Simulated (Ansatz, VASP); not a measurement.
# Two plane-wave programs on Ti2C

```xyz
12
Lattice="0.0000 4.2666 4.2666 4.2666 0.0000 4.2666 4.2666 4.2666 0.0000" Properties=species:S:1:pos:R:3 pbc="T T T"
Ti    3.2457    5.2875    5.2875
Ti    3.2457    3.2457    3.2457
Ti    5.2875    5.2875    3.2457
Ti    5.3791    7.4208    5.3791
Ti    7.4208    7.4208    7.4208
Ti    7.4208    5.3791    5.3791
Ti    5.3791    5.3791    7.4208
Ti    5.2875    3.2457    5.2875
C     5.3333    5.3333    5.3333
C     5.3333    3.2000    3.2000
C     3.2000    3.2000    5.3333
C     3.2000    5.3333    3.2000
```

Alike in both runs: functional r2SCAN; k mesh 8 × 8 × 8; occupations gaussian, width 0.1 eV; no spin polarisation.

Ansatz relaxed the structure, and its values are those at the end. VASP's run is a single point on that final structure, the one shown.

|  | VASP | Ansatz |
| --- | --- | --- |
| version | VASP 6.6.1 | Ansatz 0.2.0 |
| potentials or method | VASP PAW PBE potentials, release 64 (Ti_sv, C), cutoff 520 eV | scalar-relativistic, plane waves, PAW |
| valence electrons in the cell | 112 | 112 |

VASP gave:

- gap on the k mesh at the Fermi level (eV): none
- pressure (GPa): 5.6
- rms of the force components (eV/Å): 0.043

Problem. Which values does Ansatz return?

Solution. gap on the k mesh at the Fermi level (eV): none; pressure (GPa): 4.8; rms of the force components (eV/Å): 0.000.

VASP's potentials were made for PBE, not for r2SCAN. A gap of «none» marks a metal or a gap that the smearing closes. Ansatz's warnings: stress scf threshold loose.
